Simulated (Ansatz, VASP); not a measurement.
## Ti in VASP and in Ansatz

```
Ti
1.0
     2.93020    0.00000    0.00000
    -1.46510    2.53763    0.00000
     0.00000    0.00000    4.65455
Ti
2
Cartesian
  0.0000 1.6918 1.1636
  1.4651 0.8459 3.4909
```

Change from the starting cell: volume scaled by 0.98, ions relaxed.

Alike in both runs: functional PBE; k mesh 18 × 18 × 10; occupations fermi-dirac, width 0.05 eV; no spin polarisation.

Ansatz relaxed the structure, and its values are those at the end. VASP's run is a single point on that final structure, the one shown.

|  | VASP | Ansatz |
| --- | --- | --- |
| version | VASP 6.6.1 | Ansatz 0.2.0 |
| potentials or method | VASP PAW PBE potentials, release 64 (Ti_sv) | plane-wave PAW, scalar-relativistic |
| plane-wave cutoff (eV) | 500 | 420 |
| valence electrons in the cell | 24 | 24 |

```tsv
	VASP	Ansatz	Ansatz less VASP
pressure (GPa)	0.3	0.6	+0.29
```

Ansatz's warnings: stress scf threshold loose.
